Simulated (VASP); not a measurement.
# SiC (P6_3mc) in VASP: notebook

SiC is run at these levels: PBE; tasks: single point.

Everything below comes from runs of VASP 6.6.1. Logs are shortened: lines on timing, memory, paths and dates and some standing lists are left out, and cuts for length are marked.

## 1. The cell of the first run

It takes space group P6_3mc (No. 186, hexagonal). The conventional cell has a = 3.239 Å, b = 3.239 Å, c = 9.859 Å, α = 90.00°, β = 90.00°, γ = 120.00°. Within 2.5 Å of Si (site symmetry 3m) lie 4 C at 1.85 to 1.97 Å. Si (site symmetry 3m) has 4 C at 1.85 to 1.97 Å within 2.5 Å. Within 2.5 Å of C (site symmetry 3m) lie 4 Si at 1.85 to 1.97 Å. C (site symmetry 3m) has 4 Si at 1.85 to 1.97 Å within 2.5 Å.

## 2. Single point, PBE

Input file INCAR:

```
SYSTEM = SiC
ALGO = Normal
EDIFF = 1E-7
ENCUT = 520
GGA = PE
ISIF = 2
ISMEAR = 0
LASPH = .True.
LCHARG = .False.
LREAL = .False.
LWAVE = .False.
NBANDS = 26
NELM = 100
PREC = Accurate
SIGMA = 0.05
```

Input file KPOINTS:

```
k-points
0
Gamma
  12 12 4
  0 0 0
```

Input file POSCAR:

```
SiC
1.0
    3.2385000000      0.0000000000      0.0000000000
   -1.6192500000      2.8046232702      0.0000000000
    0.0000000000      0.0000000000      9.8591000000
Si C
4 4
Direct
    0.6666666667      0.3333333333      0.9378436843
    0.3333333333      0.6666666667      0.4378436843
    0.0000000000      0.0000000000      0.6878989045
    0.0000000000      0.0000000000      0.1878989045
    0.6666666667      0.3333333333      0.7498087506
    0.3333333333      0.6666666667      0.2498087506
    0.0000000000      0.0000000000      0.5004476606
    0.0000000000      0.0000000000      0.0004476606
```

Potentials or basis: VASP PAW PBE potentials, release 64 (Si, C).

On the command line:

```
cat potpaw_PBE.64/Si/POTCAR potpaw_PBE.64/C/POTCAR > POTCAR
mpirun -np 1 vasp_std > vasp.out
```

OUTCAR:

```text
SYSTEM = SiC
   EDIFF = 1E-7
   ENCUT = 520
   GGA = PE
   ISIF = 2
   ISMEAR = 0
   LASPH = .True.
   LREAL = .False.
   NELM = 100
   PREC = Accurate

 ion  position               nearest neighbor table
   1  0.667  0.333  0.938-   5 1.85   8 1.97   8 1.97   8 1.97   3 3.09   3 3.09   3 3.09   4 3.09
                             4 3.09   4 3.09
   2  0.333  0.667  0.438-   6 1.85   7 1.97   7 1.97   7 1.97   4 3.09   4 3.09   4 3.09   3 3.09
                             3 3.09   3 3.09
   3  0.000  0.000  0.688-   7 1.85   5 1.97   5 1.97   5 1.97   1 3.09   1 3.09   1 3.09   2 3.09
                             2 3.09   2 3.09
   4  0.000  0.000  0.188-   8 1.85   6 1.97   6 1.97   6 1.97   2 3.09   2 3.09   2 3.09   1 3.09
                             1 3.09   1 3.09
   5  0.667  0.333  0.750-   1 1.85   3 1.97   3 1.97   3 1.97
   6  0.333  0.667  0.250-   2 1.85   4 1.97   4 1.97   4 1.97
   7  0.000  0.000  0.500-   3 1.85   2 1.97   2 1.97   2 1.97
   8  0.000  0.000  0.000-   4 1.85   1 1.97   1 1.97   1 1.97

  LATTYP: Found a hexagonal cell.
 ALAT       =     3.2385000000
 C/A-ratio  =     3.0443415161

  Lattice vectors:

 A1 = (   3.2385000000,   0.0000000000,   0.0000000000)
 A2 = (  -1.6192500000,   2.8046232702,   0.0000000000)
 A3 = (   0.0000000000,   0.0000000000,   9.8591000000)

Analysis of symmetry for initial positions (statically):
=====================================================================
 Subroutine PRICEL returns:
 Original cell was already a primitive cell.

 Routine SETGRP: Setting up the symmetry group for a
 hexagonal supercell.

 Subroutine GETGRP returns: Found 12 space group operations
 (whereof  6 operations were pure point group operations)
 out of a pool of 24 trial point group operations.

The static configuration has the point symmetry C_3v.
 The point group associated with its full space group is C_6v.

Analysis of symmetry for dynamics (positions and initial velocities):
=====================================================================
 Subroutine PRICEL returns:
 Original cell was already a primitive cell.

 Routine SETGRP: Setting up the symmetry group for a
 hexagonal supercell.

 Subroutine GETGRP returns: Found 12 space group operations
 (whereof  6 operations were pure point group operations)
 out of a pool of 24 trial point group operations.

The dynamic configuration has the point symmetry C_3v.
 The point group associated with its full space group is C_6v.

 Subroutine INISYM returns: Found 12 space group operations
[... 115 lines left out ...]
   ISIF   =      2    stress and relaxation
   ISYM   =      2    0-nonsym 1-usesym 2-fastsym
   POTIM  = 0.5000    time-step for ionic-motion
   TEBEG  =    0.0;   TEEND  =   0.0 temperature during run
   PSTRESS=    0.0 pullay stress
   NELECT =      32.0000    total number of electrons
   NUPDOWN=      -1.0000    fix difference up-down
   EMIN   =  10.00;   EMAX   =-10.00  energy-range for DOS
   EFERMI =   0.00;   METHOD = LEGACY
   ISMEAR =     0;   SIGMA  =   0.05  broadening in eV -4-tet -1-fermi 0-gaus
   EFERMI_NEDOS =   21; number of points for ismear=-14 and -15
   IALGO  =     38    algorithm
   IMIX   =      4    mixing-type and parameters
     AMIX     =   0.40;   BMIX     =  1.00
     AMIX_MAG =   1.60;   BMIX_MAG =  1.00
  volume/ion in A,a.u.               =      11.19        75.54
  Fermi-wavevector in a.u.,A,eV,Ry     =   1.161733  2.195357 18.362737  1.349623
  Thomas-Fermi vector in A             =   2.298302
   LORBIT       =      0    0 simple, 1 ext, 2 COOP (PROOUT), +10 PAW based schemes
   GGA     = PE    functional components
   LHFCALC =     F    Hartree Fock is set to
   AEXX    =    0.0000 exact exchange contribution
   IVDW    =     0    specifies the selected vdW correction
   LEPSILON=     F    determine dielectric tensor
   LRPA    =     F    only Hartree local field effects (RPA)
 non-spin polarized calculation
 Gauss-broadening in eV      SIGMA  =   0.05
  energy-cutoff  :      520.00
  volume of cell :       89.55
 maximum number of plane-waves:      2460
   NGX = 13   NGY = 13   NGZ = 37

 number of electron      32.0000000 magnetization

 Free energy of the ion-electron system (eV)
  ---------------------------------------------------
  ext. energy  EPLUGINS =         0.00000000
  ---------------------------------------------------
  free energy    TOTEN  =       -59.56495310 eV

  energy without entropy =      -59.56495310  energy(sigma->0) =      -59.56495310

 E-fermi :   7.6769     XC(G=0): -11.0071

 val. band max:        7.4167913284   @ k =   0.0000   0.0000   0.0000
 cond. band min:       9.2443144841   @ k =   0.5000  -0.0000   0.0000
 fundamental gap:      1.8275231558
 Fermi energy:         7.6769364133

 k-point     1 :       0.0000    0.0000    0.0000
  band No.  band energies     occupation
      1      -7.5770      2.00000
      2      -6.3503      2.00000
      3      -6.2868      2.00000
      4      -3.7389      2.00000
      5      -0.7644      2.00000
      6       3.5294      2.00000
[... 685 lines left out ...]
     25      15.5637      0.00000
     26      15.8834      0.00000

 [... further k-points ...]

------------------------ aborting loop because EDIFF is reached ----------------------------------------

  FORCE on cell =-STRESS in cart. coord.  units (eV):
  Direction    XX          YY          ZZ          XY          YZ          ZX
  --------------------------------------------------------------------------------------
  -------------------------------------------------------------------------------------
  Total      -12.4718370    -12.4718370      6.9312868      0.0000000      0.0000000      0.0000000
  in kB     -223.1440449   -223.1440449    124.0134375      0.0000000      0.0000000      0.0000000
  external PRESSURE =    -107.4248841 kB  Pullay stress =       0.0000000 kB

 VOLUME and BASIS-vectors are now :
 -----------------------------------------------------------------------------
  energy-cutoff  :      520.00
  volume of cell :       89.55
      direct lattice vectors                 reciprocal lattice vectors
     3.238500000  0.000000000  0.000000000     0.308784931  0.178277063  0.000000000
    -1.619250000  2.804623270  0.000000000     0.000000000  0.356554126  0.000000000
     0.000000000  0.000000000  9.859100000     0.000000000  0.000000000  0.101429137

 POSITION                                       TOTAL-FORCE (eV/Angst)
 -----------------------------------------------------------------------------------
      1.61925      0.93487      9.24629         0.000000      0.000000      0.613646
     -0.00000      1.86975      4.31674        -0.000000      0.000000      0.613646
      0.00000      0.00000      6.78206         0.000000      0.000000      0.677914
      0.00000      0.00000      1.85251        -0.000000     -0.000000      0.677914
      1.61925      0.93487      7.39244         0.000000      0.000000     -0.689407
     -0.00000      1.86975      2.46289         0.000000     -0.000000     -0.689407
      0.00000      0.00000      4.93396        -0.000000      0.000000     -0.602153
      0.00000      0.00000      0.00441         0.000000     -0.000000     -0.602153
 -----------------------------------------------------------------------------------
    total drift:                               -0.000000     -0.000000      0.000860

  FREE ENERGIE OF THE ION-ELECTRON SYSTEM (eV)
  ---------------------------------------------------
  free  energy   TOTEN  =       -59.5649530994 eV

  energy  without entropy=      -59.5649530994  energy(sigma->0) =      -59.56495310
```

It took 1.8 min on 1 thread of Intel Xeon Platinum 8259CL at 2.50GHz (Skylake/Cascade Lake), shared host; peak memory 0.25 GiB.

Results:

```yaml
Free_energy: -59.5650 eV
Pressure: -10.7 GPa
Largest_force: 0.689 eV/Å
Band_gap_on_the_k_mesh: 1.83 eV (least direct gap 2.88 eV)
```

Forces on the atoms (eV/Å):
```
Si   0.000  0.000  0.614
Si   0.000  0.000  0.614
Si   0.000  0.000  0.678
Si   0.000  0.000  0.678
C    0.000  0.000 -0.689
C    0.000  0.000 -0.689
C    0.000  0.000 -0.602
C    0.000  0.000 -0.602
```

Stress tensor (GPa, compression positive):
```
-22.31   0.00   0.00
  0.00 -22.31   0.00
  0.00   0.00  12.40
```

Levels at points of the mesh, in eV from the valence-band top:
```
           k point  band 14  band 15  band 16  band 17  band 18  band 19
(0.00, 0.00, 0.00)    -0.18    -0.18     0.00     3.30     4.02     4.80
(0.50, 0.00, 0.00)    -1.93    -1.44    -1.06     1.83     2.22     3.64
(0.00, 0.00, 0.50)    -0.45    -0.45    -0.45     3.56     3.56     5.17
(0.50, 0.00, 0.50)    -2.40    -1.58    -1.58     2.21     2.21     4.08
```

Caveat: the stress differs along the axes, from -22 to 12 GPa. A k mesh can miss the band edges.

## 3. Single point, PBE

This run uses another cell than the first one, of 11.29 Å³/atom.

Input file INCAR:

```
PREC = Accurate
ENCUT = 520
EDIFF = 1E-7
ISMEAR = 0
SIGMA = 0.05
LREAL = False
LASPH = True
NELM = 100
ALGO = Normal
ISIF = 2
LWAVE = False
LCHARG = False
GGA = PE
NBANDS = 26
```

Input file KPOINTS:

```
Automatic mesh
0
Gamma
  12 12 4
```

POSCAR: that of step 2 with these lines changed.

```diff
@@ -2,5 +2,5 @@
 1.0
-    3.2385000000      0.0000000000      0.0000000000
-   -1.6192500000      2.8046232702      0.0000000000
-    0.0000000000      0.0000000000      9.8591000000
+    3.1663000000      0.0000000000      0.0000000000
+   -1.5831500000      2.7420962360      0.0000000000
+    0.0000000000      0.0000000000     10.3993000000
 Si C
```

Potentials or basis: VASP PAW PBE potentials, release 64 (Si, C).

On the command line:

```
cat potpaw_PBE.64/Si/POTCAR potpaw_PBE.64/C/POTCAR > POTCAR
mpirun -np 1 vasp_std > vasp.out
```

It took 1.7 min on 1 thread of Intel Xeon Platinum 8259CL at 2.50GHz (Skylake/Cascade Lake), shared host; peak memory 0.26 GiB.

The run converged. Its results:

- Free energy: -59.9693 eV
- Pressure: -13.4 GPa
- Largest force: 0.026 eV/Å
- Band gap on the k mesh: 2.19 eV (least direct gap 3.29 eV)

Forces on the atoms (eV/Å):
```
Si   0.000  0.000  0.008
Si   0.000  0.000  0.008
Si   0.000  0.000 -0.026
Si   0.000  0.000 -0.026
C    0.000  0.000  0.005
C    0.000  0.000  0.005
C    0.000  0.000  0.013
C    0.000  0.000  0.013
```

Stress tensor (GPa, compression positive):
```
-12.97   0.00   0.00
  0.00 -12.97   0.00
  0.00   0.00 -14.21
```

Levels at points of the mesh, in eV from the valence-band top:
| k point | band 13 | band 14 | band 15 | band 16 | band 17 | band 18 | band 19 | band 20 |
| --- | --- | --- | --- | --- | --- | --- | --- | --- |
| (0.00, 0.00, 0.00) | -0.57 | -0.06 | 0.00 | 0.00 | 4.39 | 4.96 | 5.27 | 5.56 |
| (0.50, 0.00, 0.00) | -2.24 | -2.14 | -1.52 | -1.10 | 2.19 | 2.29 | 3.97 | 4.21 |
| (0.00, 0.00, 0.50) | -0.20 | -0.20 | -0.20 | -0.20 | 4.60 | 4.60 | 5.91 | 5.91 |
| (0.50, 0.00, 0.50) | -2.38 | -2.38 | -1.50 | -1.50 | 2.58 | 2.58 | 3.98 | 3.98 |

Caveat: the cell stands under tension. A k mesh can miss the band edges.
